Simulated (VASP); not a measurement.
# Cu (Fm-3m) in VASP: further runs

Runs on Cu. Level: LDA. Tasks: single point, relaxation of cell and atoms.

All numbers are computed with VASP 6.6.1; they aren't measurements. Logs are shortened: lines on timing, memory, paths and dates and some standing lists are left out, and cuts for length are marked.

## 1. The cell of the first run

Symmetry: Fm-3m, No. 225, cubic system. Conventional cell: a = 3.518 Å, b = 3.518 Å, c = 3.518 Å, α = 90.00°, β = 90.00°, γ = 90.00°. Within 3.3 Å of Cu (site symmetry m-3m) lie 12 Cu at 2.49 Å.

## 2. Single point, LDA

Contents of INCAR:

```
SYSTEM = Cu
PREC     = Accurate       ! precision mode
ENCUT    = 520            ! plane-wave cutoff, eV
EDIFF    = 1E-7           ! SCF threshold, eV
ISMEAR   = 0              ! smearing method
SIGMA    = 0.1            ! smearing width, eV
LREAL    = .FALSE.        ! projectors in reciprocal space
LASPH    = .TRUE.         ! aspherical terms in the spheres
NELM     = 100            ! most SCF steps
ALGO     = Normal         ! electronic algorithm
ISIF     = 2              ! what is computed and relaxed
LWAVE    = .FALSE.        ! write WAVECAR
LCHARG   = .FALSE.        ! write CHGCAR
NBANDS   = 12             ! bands
```

Contents of KPOINTS:

```
regular mesh
0
G
  12 12 12
  0 0 0
```

Contents of POSCAR:

```
Cu
1.0
    0.0000000000      1.7588590970      1.7588590970
    1.7588590970      0.0000000000      1.7588590970
    1.7588590970      1.7588590970      0.0000000000
Cu
1
Direct
    0.0000000000      0.0000000000      0.0000000000
```

Potentials or basis: VASP PAW LDA potentials, release 64 (Cu).

On the command line:

```console
cat potpaw_LDA.64/Cu/POTCAR > POTCAR
mpirun -np 1 vasp_std > vasp.out
```

OUTCAR:

```text
SYSTEM = Cu
   PREC = Accurate
   ENCUT = 520
   EDIFF = 1E-7
   ISMEAR = 0
   LREAL = .FALSE.
   LASPH = .TRUE.
   NELM = 100
   ISIF = 2

 ion  position               nearest neighbor table
   1  0.000  0.000  0.000-

  LATTYP: Found a face centered cubic cell.
 ALAT       =     3.5177181940

  Lattice vectors:

 A1 = (   0.0000000000,   1.7588590970,   1.7588590970)
 A2 = (   1.7588590970,   0.0000000000,   1.7588590970)
 A3 = (   1.7588590970,   1.7588590970,   0.0000000000)

Analysis of symmetry for initial positions (statically):
=====================================================================
 Subroutine PRICEL returns:
 Original cell was already a primitive cell.

 Routine SETGRP: Setting up the symmetry group for a
 face centered cubic supercell.

 Subroutine GETGRP returns: Found 48 space group operations
 (whereof 48 operations were pure point group operations)
 out of a pool of 48 trial point group operations.

The static configuration has the point symmetry O_h .

Analysis of symmetry for dynamics (positions and initial velocities):
=====================================================================
 Subroutine PRICEL returns:
 Original cell was already a primitive cell.

 Routine SETGRP: Setting up the symmetry group for a
 face centered cubic supercell.

 Subroutine GETGRP returns: Found 48 space group operations
 (whereof 48 operations were pure point group operations)
 out of a pool of 48 trial point group operations.

The dynamic configuration has the point symmetry O_h .

 Subroutine INISYM returns: Found 48 space group operations
 (whereof 48 operations are pure point group operations),
 and found     1 'primitive' translations

----------------------------------------------------------------------------------------

                                     Primitive cell

  volume of cell :      10.8824

  direct lattice vectors                    reciprocal lattice vectors
     0.000000000  1.758859097  1.758859097    -0.284275188  0.284275188  0.284275188
     1.758859097  0.000000000  1.758859097     0.284275188 -0.284275188  0.284275188
     1.758859097  1.758859097  0.000000000     0.284275188  0.284275188 -0.284275188

  length of vectors
     2.487402389  2.487402389  2.487402389     0.492379068  0.492379068  0.492379068

  position of ions in fractional coordinates (direct lattice)
     0.000000000  0.000000000  0.000000000

  ion indices of the primitive-cell ions
   primitive index   ion index
                 1           1

----------------------------------------------------------------------------------------

 KPOINTS: regular mesh

Automatic generation of k-mesh.
 Grid dimensions read from file:
 generate k-points for:   12   12   12

 Generating k-lattice:

  Cartesian coordinates                     Fractional coordinates (reciprocal lattice)
    -0.023689599  0.023689599  0.023689599     0.083333333  0.000000000  0.000000000
     0.023689599 -0.023689599  0.023689599     0.000000000  0.083333333  0.000000000
     0.023689599  0.023689599 -0.023689599     0.000000000  0.000000000  0.083333333

  Length of vectors
     0.041031589  0.041031589  0.041031589

  Shift w.r.t. Gamma in fractional coordinates (k-lattice)
     0.000000000  0.000000000  0.000000000

 Subroutine IBZKPT returns following result:
 ===========================================

 Found     72 irreducible k-points:

 Following reciprocal coordinates:
            Coordinates               Weight
  0.000000  0.000000  0.000000      1.000000
  0.083333  0.000000  0.000000      8.000000
  0.166667  0.000000  0.000000      8.000000
  0.250000  0.000000  0.000000      8.000000
  0.333333  0.000000  0.000000      8.000000
  0.416667  0.000000  0.000000      8.000000
[... 16 lines left out ...]
  0.500000  0.166667  0.000000     24.000000
 -0.416667  0.166667  0.000000     24.000000
 [... further k-points ...]
   k-points           NKPTS =     72   k-points in BZ     NKDIM =     72   number of bands    NBANDS=     12
   number of dos      NEDOS =    301   number of ions     NIONS =      1
   total plane-waves  NPLWV =   5832
   dimension x,y,z NGX =    18 NGY =   18 NGZ =   18
   dimension x,y,z NGXF=    36 NGYF=   36 NGZF=   36
   ions per type =               1
   NGX,Y,Z   is equivalent  to a cutoff of  12.03, 12.03, 12.03 a.u.
   NGXF,Y,Z  is equivalent  to a cutoff of  24.06, 24.06, 24.06 a.u.
 SYSTEM =  Cu
   PREC   = accura    normal or accurate (medium, high low for compatibility)
   ISTART =      0    job   : 0-new  1-cont  2-samecut
   ICHARG =      2    charge: 1-file 2-atom 10-const
   ISPIN  =      1    spin polarized calculation?
   LNONCOLLINEAR =      F non collinear calculations
   LSORBIT =      F    spin-orbit coupling
   LASPH  =      T    aspherical Exc in radial PAW
   ENCUT  =  520.0 eV  38.22 Ry    6.18 a.u.   4.62  4.62  4.62*2*pi/ulx,y,z
   NELM   =    100;   NELMIN=  2; NELMDL= -5     # of ELM steps
   EDIFF  = 0.1E-06   stopping-criterion for ELM
   LREAL  =      F    real-space projection
   EDIFFG = 0.1E-05   stopping-criterion for IOM
   NSW    =      0    number of steps for IOM
   IBRION =     -1    ionic relax: 0-MD 1-quasi-New 2-CG
   NFREE  =      0    steps in history (QN), initial steepest desc. (CG)
   ISIF   =      2    stress and relaxation
   ISYM   =      2    0-nonsym 1-usesym 2-fastsym
   POTIM  = 0.5000    time-step for ionic-motion
   TEBEG  =    0.0;   TEEND  =   0.0 temperature during run
   PSTRESS=    0.0 pullay stress
   NELECT =      11.0000    total number of electrons
   NUPDOWN=      -1.0000    fix difference up-down
   EMIN   =  10.00;   EMAX   =-10.00  energy-range for DOS
   EFERMI =   0.00;   METHOD = LEGACY
   ISMEAR =     0;   SIGMA  =   0.10  broadening in eV -4-tet -1-fermi 0-gaus
   EFERMI_NEDOS =   21; number of points for ismear=-14 and -15
   IALGO  =     38    algorithm
   IMIX   =      4    mixing-type and parameters
     AMIX     =   0.40;   BMIX     =  1.00
     AMIX_MAG =   1.60;   BMIX_MAG =  1.00
  volume/ion in A,a.u.               =      10.88        73.44
  Fermi-wavevector in a.u.,A,eV,Ry     =   1.642976  3.104775 36.727182  2.699372
  Thomas-Fermi vector in A             =   2.733188
   LORBIT       =      0    0 simple, 1 ext, 2 COOP (PROOUT), +10 PAW based schemes
   GGA     = CA    functional components
   LHFCALC =     F    Hartree Fock is set to
   AEXX    =    0.0000 exact exchange contribution
   IVDW    =     0    specifies the selected vdW correction
   LEPSILON=     F    determine dielectric tensor
   LRPA    =     F    only Hartree local field effects (RPA)
 non-spin polarized calculation
 Gauss-broadening in eV      SIGMA  =   0.10
  energy-cutoff  :      520.00
  volume of cell :       10.88
 maximum number of plane-waves:       304
   NGX =  9   NGY =  9   NGZ =  9

 number of electron      10.9999994 magnetization

 Free energy of the ion-electron system (eV)
  ---------------------------------------------------
  ext. energy  EPLUGINS =         0.00000000
  ---------------------------------------------------
  free energy    TOTEN  =        -4.70486687 eV

  energy without entropy =       -4.70379708  energy(sigma->0) =       -4.70433198

 E-fermi :   8.3374     XC(G=0): -13.5885

 val. band max:        8.2092469398   @ k =   0.4167   0.4167   0.0000
 cond. band min:       8.3582399181   @ k =   0.5000   0.3333   0.1667
 fundamental gap:      0.1489929783
 Fermi energy:         8.3373991342

 k-point     1 :       0.0000    0.0000    0.0000
  band No.  band energies     occupation
      1      -1.5792      2.00000
      2       5.0675      2.00000
      3       5.0675      2.00000
      4       5.0675      2.00000
      5       6.0183      2.00000
      6       6.0183      2.00000
      7      31.7351      0.00000
      8      34.8603      0.00000
      9      34.8603      0.00000
     10      34.8603      0.00000
     11      37.4777      0.00000
     12      37.4777      0.00000

 k-point     2 :       0.0833    0.0000    0.0000
  band No.  band energies     occupation
      1      -1.3117      2.00000
      2       5.0074      2.00000
      3       5.1201      2.00000
      4       5.1201      2.00000
      5       5.9981      2.00000
      6       5.9981      2.00000
      7      30.1803      0.00000
      8      32.8461      0.00000
      9      34.1664      0.00000
     10      34.1664      0.00000
     11      38.5142      0.00000
     12      38.5142      0.00000

 k-point     3 :       0.1667    0.0000    0.0000
  band No.  band energies     occupation
      1      -0.5334      2.00000
      2       4.8673      2.00000
      3       5.2255      2.00000
      4       5.2255      2.00000
      5       5.9869      2.00000
      6       5.9869      2.00000
      7      25.8966      0.00000
      8      32.3164      0.00000
      9      33.1755      0.00000
     10      33.1755      0.00000
     11      39.3160      0.00000
     12      39.7866      0.00000
[... 286 lines left out ...]
 k-point    23 :       0.5000    0.1667    0.0000
  band No.  band energies     occupation
      1       3.2712      2.00000
      2       4.6156      2.00000
      3       5.1585      2.00000
      4       5.4028      2.00000
      5       6.6845      2.00000
      6       8.8949      0.00000
      7      13.8177      0.00000
      8      24.9639      0.00000
      9      27.4588      0.00000
     10      29.7462      0.00000
     11      39.9204      0.00000
     12      40.2969      0.00000

 k-point    24 :      -0.4167    0.1667    0.0000
  band No.  band energies     occupation
      1       3.3304      2.00000
      2       4.6680      2.00000
      3       5.2518      2.00000
      4       5.3634      2.00000
      5       6.5493      2.00000
      6       9.4338      0.00000
      7      13.1136      0.00000
      8      23.9276      0.00000
      9      28.5525      0.00000
     10      30.1366      0.00000
     11      38.9993      0.00000
     12      39.7964      0.00000

 [... further k-points ...]
[... 5 lines left out ...]
  --------------------------------------------------------------------------------------
  -------------------------------------------------------------------------------------
  Total        0.0577001      0.0577001      0.0577001      0.0000000     -0.0000000     -0.0000000
  in kB        8.4950059      8.4950059      8.4950059      0.0000000     -0.0000000     -0.0000000
  external PRESSURE =       8.4950059 kB  Pullay stress =       0.0000000 kB

 VOLUME and BASIS-vectors are now :
 -----------------------------------------------------------------------------
  energy-cutoff  :      520.00
  volume of cell :       10.88
      direct lattice vectors                 reciprocal lattice vectors
     0.000000000  1.758859097  1.758859097    -0.284275188  0.284275188  0.284275188
     1.758859097  0.000000000  1.758859097     0.284275188 -0.284275188  0.284275188
     1.758859097  1.758859097  0.000000000     0.284275188  0.284275188 -0.284275188

 POSITION                                       TOTAL-FORCE (eV/Angst)
 -----------------------------------------------------------------------------------
      0.00000      0.00000      0.00000        -0.000000      0.000000     -0.000000
 -----------------------------------------------------------------------------------
    total drift:                                0.000000     -0.000000      0.000000

  FREE ENERGIE OF THE ION-ELECTRON SYSTEM (eV)
  ---------------------------------------------------
  free  energy   TOTEN  =        -4.7048668748 eV

  energy  without entropy=       -4.7037970796  energy(sigma->0) =       -4.70433198
```

It took 6.7 s on 1 thread of AMD EPYC 7R13 (Zen 3), shared host; peak memory 0.09 GiB.

What came out:

- Free energy: -4.7049 eV
- Pressure: 0.8 GPa

## 3. Relaxation of cell and atoms, LDA

This run uses another cell than the first one, of 11.66 Å³/atom, 1.072 times its volume.

Contents of INCAR:

```
SYSTEM = Cu
ALGO = Normal ; EDIFF = 1E-7
EDIFFG = -0.003 ; ENCUT = 600
GGA = CA ; IBRION = 2
ISIF = 3 ; ISMEAR = 0
LASPH = .TRUE. ; LCHARG = .FALSE.
LREAL = .FALSE. ; LWAVE = .FALSE.
NELM = 100 ; NSW = 80
PREC = Accurate ; SIGMA = 0.1
```

Contents of KPOINTS:

```
k-points
0
G
  12 12 12
  0 0 0
```

Contents of POSCAR:

```
Cu
1.0
    0.0000000000      1.8000000000      1.8000000000
    1.8000000000      0.0000000000      1.8000000000
    1.8000000000      1.8000000000      0.0000000000
Cu
1
Direct
    0.0000000000      0.0000000000      0.0000000000
```

Potentials or basis: VASP PAW LDA potentials, release 64 (Cu).

On the command line:

```console
cat potpaw_LDA.64/Cu/POTCAR > POTCAR
mpirun -np 1 vasp_std > vasp.out
```

Run time: 23 s. Hardware: 1 thread of AMD EPYC 7R13 (Zen 3), shared host; peak memory 0.1 GiB.

It converged, with:

```yaml
Free_energy: -4.7054 eV
Relaxed_volume: 10.93 Å³/atom
Relaxed_cell: a = 2.491 Å, b = 2.491 Å, c = 2.491 Å, α = 60.00°, β = 60.00°, γ = 60.00°
Space_group_after_relaxing_to_0.05_Å: Fm-3m (No. 225)
Energy_gained_by_relaxing: 24.9 meV/atom
Ionic_steps: 6
Pressure_after_relaxing: 0.0 GPa
```

The path:
| step | energy change (eV) | largest force (eV/Å) | pressure (GPa) | volume (Å³) |
| --- | --- | --- | --- | --- |
| 1 | 0.0000 | 0.0000 | -10.19 | 11.66 |
| 2 | -0.0117 | 0.0000 | 9.22 | 10.46 |
| 3 | -0.0249 | 0.0000 | -0.05 | 10.94 |
| 4 | -0.0249 | 0.0000 | 0.17 | 10.92 |
| 5 | -0.0249 | 0.0000 | -0.06 | 10.94 |
| 6 | -0.0249 | 0.0000 | -0.02 | 10.93 |

Final structure:
```yaml
crystal:
  lattice:
    - [0.00000, 1.76160, 1.76160]
    - [1.76160, 0.00000, 1.76160]
    - [1.76160, 1.76160, 0.00000]
  atoms:
    - { symbol: Cu, position: [0.00000, 0.00000, 0.00000] }
```

Levels at points of the mesh, in eV from the Fermi level:
| k point | band 4 | band 5 | band 6 | band 7 | band 8 | band 9 |
| --- | --- | --- | --- | --- | --- | --- |
| (0.00, 0.00, 0.00) | -3.25 | -2.31 | -2.31 | 23.36 | 26.45 | 26.45 |
| (0.50, 0.00, 0.00) | -1.67 | -1.67 | -1.13 | 4.20 | 21.85 | 23.21 |
| (0.50, 0.50, 0.00) | -1.51 | -1.51 | 1.50 | 7.74 | 13.69 | 13.69 |
